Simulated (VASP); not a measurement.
# Ge2Cl (P-3m1) in VASP: single point with PBE

Aim: the single point of Ge2Cl with PBE.

All numbers are computed with VASP 6.6.1; they aren't measurements. Logs are shortened: lines on timing, memory, paths and dates and some standing lists are left out, and cuts for length are marked.

## Step 1: The cell of the first run

It takes space group P-3m1 (No. 164, trigonal). The conventional cell has a = 4.127 Å, b = 4.127 Å, c = 11.793 Å, α = 90.00°, β = 90.00°, γ = 120.00°. Ge (site symmetry 3m) has 1 Cl at 2.18 Å and 3 Ge at 2.51 Å within 2.9 Å. Within 3.3 Å of Ge (site symmetry 3m) lie 4 Ge at 2.49 to 2.51 Å. Within 2.9 Å of Cl (site symmetry 3m) lie 1 Ge at 2.18 Å.

## Step 2: Single point, PBE

Input file INCAR:

```
PREC = Accurate
ENCUT = 520
EDIFF = 1E-7
ISMEAR = 0
SIGMA = 0.1
LREAL = F
LASPH = T
NELM = 100
ALGO = Normal
ISIF = 2
LWAVE = F
LCHARG = F
GGA = PE
NBANDS = 44
```

Input file KPOINTS:

```
regular mesh
0
Gamma
  12 12 4
```

Input file POSCAR:

```
Ge2Cl
1.0
    4.1266745426      0.0000000000      0.0000000000
   -2.0633372713      3.5738049871      0.0000000000
    0.0000000000      0.0000000000     11.7926453021
Ge Cl
4 2
Direct
    0.3333333333      0.6666666667      0.1715650646
    0.6666666667      0.3333333333      0.8284349354
    0.0000000000      0.0000000000      0.1056207118
    0.0000000000      0.0000000000      0.8943792882
    0.3333333333      0.6666666667      0.3563600080
    0.6666666667      0.3333333333      0.6436399920
```

Potentials or basis: VASP PAW PBE potentials, release 64 (Ge_d, Cl).

Started as:

```sh
$ cat potpaw_PBE.64/Ge_d/POTCAR potpaw_PBE.64/Cl/POTCAR > POTCAR
$ mpirun -np 1 vasp_std > vasp.out
```

OUTCAR:

```text
PREC = Accurate
   ENCUT = 520
   EDIFF = 1E-7
   ISMEAR = 0
   LREAL = F
   LASPH = T
   NELM = 100
   ISIF = 2
   GGA = PE

 ion  position               nearest neighbor table
   1  0.333  0.667  0.172-   5 2.18   3 2.51   3 2.51   3 2.51
   2  0.667  0.333  0.828-   6 2.18   4 2.51   4 2.51   4 2.51
   3  0.000  0.000  0.106-   4 2.49   1 2.51   1 2.51   1 2.51
   4  0.000  0.000  0.894-   3 2.49   2 2.51   2 2.51   2 2.51
   5  0.333  0.667  0.356-   1 2.18
   6  0.667  0.333  0.644-   2 2.18

  LATTYP: Found a hexagonal cell.
 ALAT       =     4.1266745426
 C/A-ratio  =     2.8576630360

  Lattice vectors:

 A1 = (   4.1266745426,   0.0000000000,   0.0000000000)
 A2 = (  -2.0633372713,   3.5738049871,   0.0000000000)
 A3 = (   0.0000000000,   0.0000000000,  11.7926453021)

Analysis of symmetry for initial positions (statically):
=====================================================================
 Subroutine PRICEL returns:
 Original cell was already a primitive cell.

 Routine SETGRP: Setting up the symmetry group for a
 hexagonal supercell.

 Subroutine GETGRP returns: Found 12 space group operations
 (whereof 12 operations were pure point group operations)
 out of a pool of 24 trial point group operations.

The static configuration has the point symmetry D_3d.

Analysis of symmetry for dynamics (positions and initial velocities):
=====================================================================
 Subroutine PRICEL returns:
 Original cell was already a primitive cell.

 Routine SETGRP: Setting up the symmetry group for a
 hexagonal supercell.

 Subroutine GETGRP returns: Found 12 space group operations
 (whereof 12 operations were pure point group operations)
 out of a pool of 24 trial point group operations.

The dynamic configuration has the point symmetry D_3d.

 Subroutine INISYM returns: Found 12 space group operations
 (whereof 12 operations are pure point group operations),
 and found     1 'primitive' translations

----------------------------------------------------------------------------------------

                                     Primitive cell

  volume of cell :     173.9171

  direct lattice vectors                    reciprocal lattice vectors
     4.126674543  0.000000000  0.000000000     0.242325870  0.139906906  0.000000000
    -2.063337271  3.573804987  0.000000000     0.000000000  0.279813813  0.000000000
     0.000000000  0.000000000 11.792645302     0.000000000  0.000000000  0.084798616

  length of vectors
     4.126674543  4.126674543 11.792645302     0.279813813  0.279813813  0.084798616

  position of ions in fractional coordinates (direct lattice)
     0.333333333  0.666666667  0.171565065
     0.666666667  0.333333333  0.828434935
     0.000000000  0.000000000  0.105620712
     0.000000000  0.000000000  0.894379288
     0.333333333  0.666666667  0.356360008
     0.666666667  0.333333333  0.643639992

  ion indices of the primitive-cell ions
   primitive index   ion index
                 1           1
                 2           2
                 3           3
                 4           4
                 5           5
                 6           6

----------------------------------------------------------------------------------------

 KPOINTS: regular mesh

Automatic generation of k-mesh.
 Grid dimensions read from file:
 generate k-points for:   12   12    4

 Generating k-lattice:

  Cartesian coordinates                     Fractional coordinates (reciprocal lattice)
     0.020193823  0.011658909  0.000000000     0.083333333  0.000000000  0.000000000
     0.000000000  0.023317818  0.000000000     0.000000000  0.083333333  0.000000000
     0.000000000  0.000000000  0.021199654     0.000000000  0.000000000  0.250000000

  Length of vectors
     0.023317818  0.023317818  0.021199654

  Shift w.r.t. Gamma in fractional coordinates (k-lattice)
     0.000000000  0.000000000  0.000000000

 Subroutine IBZKPT returns following result:
 ===========================================

 Found     69 irreducible k-points:

 Following reciprocal coordinates:
            Coordinates               Weight
  0.000000  0.000000  0.000000      1.000000
  0.083333  0.000000  0.000000      6.000000
  0.166667  0.000000  0.000000      6.000000
  0.250000  0.000000  0.000000      6.000000
  0.333333  0.000000  0.000000      6.000000
  0.416667  0.000000  0.000000      6.000000
[... 16 lines left out ...]
  0.166667  0.000000  0.250000      6.000000
  0.000000  0.166667  0.250000      6.000000
 [... further k-points ...]
   k-points           NKPTS =     69   k-points in BZ     NKDIM =     69   number of bands    NBANDS=     44
   number of dos      NEDOS =    301   number of ions     NIONS =      6
   total plane-waves  NPLWV =  92160
   dimension x,y,z NGX =    32 NGY =   32 NGZ =   90
   dimension x,y,z NGXF=    64 NGYF=   64 NGZF=  180
   ions per type =               4   2
   NGX,Y,Z   is equivalent  to a cutoff of  12.89, 12.89, 12.69 a.u.
   NGXF,Y,Z  is equivalent  to a cutoff of  25.78, 25.78, 25.38 a.u.
 SYSTEM =  unknown system
   PREC   = accura    normal or accurate (medium, high low for compatibility)
   ISTART =      0    job   : 0-new  1-cont  2-samecut
   ICHARG =      2    charge: 1-file 2-atom 10-const
   ISPIN  =      1    spin polarized calculation?
   LNONCOLLINEAR =      F non collinear calculations
   LSORBIT =      F    spin-orbit coupling
   LASPH  =      T    aspherical Exc in radial PAW
   ENCUT  =  520.0 eV  38.22 Ry    6.18 a.u.   7.67  7.67 21.93*2*pi/ulx,y,z
   NELM   =    100;   NELMIN=  2; NELMDL= -5     # of ELM steps
   EDIFF  = 0.1E-06   stopping-criterion for ELM
   LREAL  =      F    real-space projection
   EDIFFG = 0.1E-05   stopping-criterion for IOM
   NSW    =      0    number of steps for IOM
   IBRION =     -1    ionic relax: 0-MD 1-quasi-New 2-CG
   NFREE  =      0    steps in history (QN), initial steepest desc. (CG)
   ISIF   =      2    stress and relaxation
   ISYM   =      2    0-nonsym 1-usesym 2-fastsym
   POTIM  = 0.5000    time-step for ionic-motion
   TEBEG  =    0.0;   TEEND  =   0.0 temperature during run
   PSTRESS=    0.0 pullay stress
   NELECT =      70.0000    total number of electrons
   NUPDOWN=      -1.0000    fix difference up-down
   EMIN   =  10.00;   EMAX   =-10.00  energy-range for DOS
   EFERMI =   0.00;   METHOD = LEGACY
   ISMEAR =     0;   SIGMA  =   0.10  broadening in eV -4-tet -1-fermi 0-gaus
   EFERMI_NEDOS =   21; number of points for ismear=-14 and -15
   IALGO  =     38    algorithm
   IMIX   =      4    mixing-type and parameters
     AMIX     =   0.40;   BMIX     =  1.00
     AMIX_MAG =   1.60;   BMIX_MAG =  1.00
  volume/ion in A,a.u.               =      28.99       195.61
  Fermi-wavevector in a.u.,A,eV,Ry     =   1.208723  2.284155 19.878261  1.461011
  Thomas-Fermi vector in A             =   2.344322
   LORBIT       =      0    0 simple, 1 ext, 2 COOP (PROOUT), +10 PAW based schemes
   GGA     = PE    functional components
   LHFCALC =     F    Hartree Fock is set to
   AEXX    =    0.0000 exact exchange contribution
   IVDW    =     0    specifies the selected vdW correction
   LEPSILON=     F    determine dielectric tensor
   LRPA    =     F    only Hartree local field effects (RPA)
 non-spin polarized calculation
 Gauss-broadening in eV      SIGMA  =   0.10
  energy-cutoff  :      520.00
  volume of cell :      173.92
 maximum number of plane-waves:      4724
 NGX is ok and might be reduce to    32
   NGX = 15   NGY = 15   NGZ = 43

 number of electron      70.0000017 magnetization

 Free energy of the ion-electron system (eV)
  ---------------------------------------------------
  ext. energy  EPLUGINS =         0.00000000
  ---------------------------------------------------
  free energy    TOTEN  =       -23.93703089 eV

  energy without entropy =      -23.93582371  energy(sigma->0) =      -23.93642730

 E-fermi :   1.8013     XC(G=0):  -8.1976

 val. band max:        1.7698786083   @ k =   0.0000   0.0000   0.5000
 cond. band min:       1.8288641311   @ k =   0.0000   0.0000   0.2500
 fundamental gap:      0.0589855228
 Fermi energy:         1.8012619992

 k-point     1 :       0.0000    0.0000    0.0000
  band No.  band energies     occupation
      1     -23.0594      2.00000
      2     -23.0590      2.00000
      3     -23.0250      2.00000
      4     -23.0250      2.00000
      5     -23.0246      2.00000
      6     -23.0246      2.00000
[... 36 lines left out ...]
     43       6.2198      0.00000
     44       7.4611      0.00000

 k-point     2 :       0.0833    0.0000    0.0000
  band No.  band energies     occupation
      1     -23.0605      2.00000
      2     -23.0598      2.00000
      3     -23.0258      2.00000
      4     -23.0251      2.00000
      5     -23.0249      2.00000
      6     -23.0244      2.00000
[... 36 lines left out ...]
     43       6.3153      0.00000
     44       7.6930      0.00000

 k-point     3 :       0.1667    0.0000    0.0000
  band No.  band energies     occupation
      1     -23.0630      2.00000
      2     -23.0619      2.00000
      3     -23.0275      2.00000
      4     -23.0265      2.00000
      5     -23.0247      2.00000
      6     -23.0235      2.00000
[... 36 lines left out ...]
     43       6.6128      0.00000
     44       8.0299      0.00000

 k-point     4 :       0.2500    0.0000    0.0000
  band No.  band energies     occupation
      1     -23.0660      2.00000
      2     -23.0644      2.00000
      3     -23.0291      2.00000
      4     -23.0281      2.00000
      5     -23.0244      2.00000
      6     -23.0218      2.00000
[... 882 lines left out ...]
     43       6.6007      0.00000
     44       7.7122      0.00000

 k-point    23 :       0.1667    0.0000    0.2500
  band No.  band energies     occupation
      1     -23.0630      2.00000
      2     -23.0620      2.00000
      3     -23.0275      2.00000
      4     -23.0265      2.00000
      5     -23.0247      2.00000
      6     -23.0235      2.00000
[... 36 lines left out ...]
     43       6.6733      0.00000
     44       7.9841      0.00000

 k-point    24 :       0.0000    0.1667    0.2500
  band No.  band energies     occupation
      1     -23.0630      2.00000
      2     -23.0620      2.00000
      3     -23.0275      2.00000
      4     -23.0265      2.00000
      5     -23.0247      2.00000
      6     -23.0235      2.00000
[... 36 lines left out ...]
     43       6.6351      0.00000
     44       7.9320      0.00000

 [... further k-points ...]

------------------------ aborting loop because EDIFF is reached ----------------------------------------

  FORCE on cell =-STRESS in cart. coord.  units (eV):
  Direction    XX          YY          ZZ          XY          YZ          ZX
  --------------------------------------------------------------------------------------
  -------------------------------------------------------------------------------------
  Total       -0.0709417     -0.0709417     -0.2347831     -0.0000000     -0.0000000     -0.0000000
  in kB       -0.6535368     -0.6535368     -2.1628934     -0.0000000     -0.0000000     -0.0000000
  external PRESSURE =      -1.1566557 kB  Pullay stress =       0.0000000 kB

 VOLUME and BASIS-vectors are now :
 -----------------------------------------------------------------------------
  energy-cutoff  :      520.00
  volume of cell :      173.92
      direct lattice vectors                 reciprocal lattice vectors
     4.126674543  0.000000000  0.000000000     0.242325870  0.139906906  0.000000000
    -2.063337271  3.573804987  0.000000000     0.000000000  0.279813813  0.000000000
     0.000000000  0.000000000 11.792645302     0.000000000  0.000000000  0.084798616

 POSITION                                       TOTAL-FORCE (eV/Angst)
 -----------------------------------------------------------------------------------
     -0.00000      2.38254      2.02321        -0.000000     -0.000000      0.037032
      2.06334      1.19127      9.76944         0.000000      0.000000     -0.037032
      0.00000      0.00000      1.24555         0.000000      0.000000      0.002233
      0.00000      0.00000     10.54710        -0.000000     -0.000000     -0.002233
     -0.00000      2.38254      4.20243        -0.000000      0.000000     -0.038774
      2.06334      1.19127      7.59022        -0.000000     -0.000000      0.038774
 -----------------------------------------------------------------------------------
    total drift:                                0.000000      0.000000      0.000000

  FREE ENERGIE OF THE ION-ELECTRON SYSTEM (eV)
  ---------------------------------------------------
  free  energy   TOTEN  =       -23.9370308893 eV

  energy  without entropy=      -23.9358237069  energy(sigma->0) =      -23.93642730
```

It took 5.4 min on 1 thread of AMD EPYC 9R45 (Zen 5), shared host; peak memory 0.5 GiB.

What came out:

```
Free energy            : -23.9370 eV
Pressure               : -0.1 GPa
Largest force          : 0.039 eV/Å
Band gap on the k mesh : 0.02 eV
```

Forces on the atoms (eV/Å):
```
Ge   0.000  0.000  0.037
Ge   0.000  0.000 -0.037
Ge   0.000  0.000  0.002
Ge   0.000  0.000 -0.002
Cl   0.000  0.000 -0.039
Cl   0.000  0.000  0.039
```

Stress tensor (GPa, compression positive):
```
-0.07  0.00  0.00
 0.00 -0.07  0.00
 0.00  0.00 -0.22
```

Levels at points of the mesh, in eV from the valence-band top:
| k point | band 31 | band 32 | band 33 | band 34 | band 35 | band 36 | band 37 | band 38 | band 39 | band 40 |
| --- | --- | --- | --- | --- | --- | --- | --- | --- | --- | --- |
| (0.00, 0.00, 0.00) | -2.45 | -0.72 | -0.72 | -0.01 | -0.01 | 0.13 | 0.15 | 2.26 | 3.31 | 3.31 |
| (0.50, 0.00, 0.00) | -2.99 | -2.81 | -1.77 | -1.68 | -1.05 | 0.80 | 1.19 | 2.62 | 3.62 | 4.16 |
| (0.00, 0.00, 0.50) | -2.38 | -0.74 | -0.74 | 0.00 | 0.00 | 0.02 | 0.15 | 1.96 | 3.30 | 3.30 |
| (0.50, 0.00, 0.50) | -3.05 | -2.87 | -1.71 | -1.71 | -1.09 | 0.89 | 1.19 | 2.52 | 3.71 | 4.06 |

Caveat: the smearing spreads over this small gap; this functional lacks dispersion, which binds layers or chains, so the pressure and a relaxed spacing across them are unreliable. A k mesh can miss the band edges.

The gap in the log of VASP goes by the Fermi energy; the results here count the filled bands.